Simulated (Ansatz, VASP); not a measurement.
One calculation of ZrN, two programs

```
CELL_PARAMETERS angstrom
0.00000 2.25336 2.25336
2.25336 0.00000 2.25336
2.25336 2.25336 0.00000
ATOMIC_POSITIONS crystal
Zr 0.00000 0.00000 0.00000
N 0.50000 0.50000 0.50000
```

Change from the starting cell: volume scaled by 0.96.

Alike in both runs: task single point; functional LDA; k mesh 9 × 9 × 9; occupations fermi-dirac, width 0.03 eV; no spin polarisation.

|  | VASP | Ansatz |
| --- | --- | --- |
| version | VASP 6.6.1 | Ansatz 0.2.0 |
| potentials or method | VASP PAW LDA potentials, release 64 (Zr_sv, N), cutoff 600 eV | all-electron LAPW, scalar-relativistic |

```tsv
	VASP	Ansatz	Ansatz less VASP
pressure (GPa)	4.2	3.5	-0.68
```

LDA's correlation is that of Perdew and Zunger in VASP and of Perdew and Wang (1992) in Ansatz. Ansatz ran all-electron here, and VASP with PAW potentials.
